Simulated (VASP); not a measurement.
A run of VASP 6.6.1:

The input INCAR:

```
PREC = Accurate
ENCUT = 600
EDIFF = 1E-6
ISMEAR = 0
SIGMA = 0.01
LREAL = False
LASPH = True
NELM = 60
ALGO = Normal
ISIF = 3
LWAVE = False
LCHARG = False
GGA = PE
IBRION = 2
NSW = 80
EDIFFG = -0.001
```

KPOINTS

```
regular mesh
0
Gamma
  10 10 10
```

Contents of POSCAR:

```
Si
1.0
    0.0000000000      2.7135600000      2.7135600000
    2.7135600000      0.0000000000      2.7135600000
    2.7135600000      2.7135600000      0.0000000000
Si
2
Direct
    0.7500000000      0.7500000000      0.7500000000
    0.5000000000      0.5000000000      0.5000000000
```

Potentials or basis: VASP PAW PBE potentials, release 64 (Si).

Launch:

```console
$ cat potpaw_PBE.64/Si/POTCAR > POTCAR
$ mpirun -np 1 vasp_std > vasp.out
```

Hardware: 1 thread of Intel(R) Xeon(R) 6975P-C (Granite Rapids) (shared host).

**Question.** How long does it take, and how much memory?

**Answer.** It took 12 s on 1 thread of Intel(R) Xeon(R) 6975P-C (Granite Rapids) (shared host), peak memory 0.17 GiB. Counts: scf iterations 23, k points 47, ion steps 3.
